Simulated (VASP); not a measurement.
Runs of VASP 6.6.1 on Al4B2Te3. The structure is that of space group P6/mmm (No. 191), or close to it. The cells are those of the table. 

```csv
task,cell,k mesh,cutoff (eV),k mesh for the DOS,occupations for the DOS,gap on the mesh (eV),pressure (GPa),relaxed volume (Å³/atom)
single point,"a = 6.761, b = 6.761, c = 4.607 Å, angles 90.0, 90.0, 120.0°, 9 atoms",3 × 3 × 4,520,-,-,none,(a),-
single point,"a = 9.156, b = 9.156, c = 4.735 Å, angles 90.0, 90.0, 120.0°, 9 atoms",3 × 3 × 4,520,-,-,none,0.2,-
relaxation of cell and atoms,"relaxed from a = 9.156, b = 9.156, c = 4.735 Å, angles 90.0, 90.0, 120.0°, 9 atoms",6 × 6 × 8,600,-,-,none,0.0,38.96
relaxation of cell and atoms,"relaxed from a = 6.761, b = 6.761, c = 4.607 Å, angles 90.0, 90.0, 120.0°, 9 atoms",3 × 3 × 4,600,-,-,none,0.1,38.42
```

Alike in all rows: level PBE; potentials or basis VASP PAW PBE potentials, release 64 (Al, B, Te); no spin polarisation; smearing gaussian 0.1 eV.

Problem. Estimate the missing entries.

Solution. (a) 62.1.

Caveats: spin-orbit coupling is left out, which moves the levels of the heavy elements; the volume moved by over 15 % at a fixed basis, so the end points are rough (some runs).

A k mesh can miss the band edges, and the runs leave out spin-orbit coupling on Te.

A gap of «none» marks levels without a gap at the run's occupations.
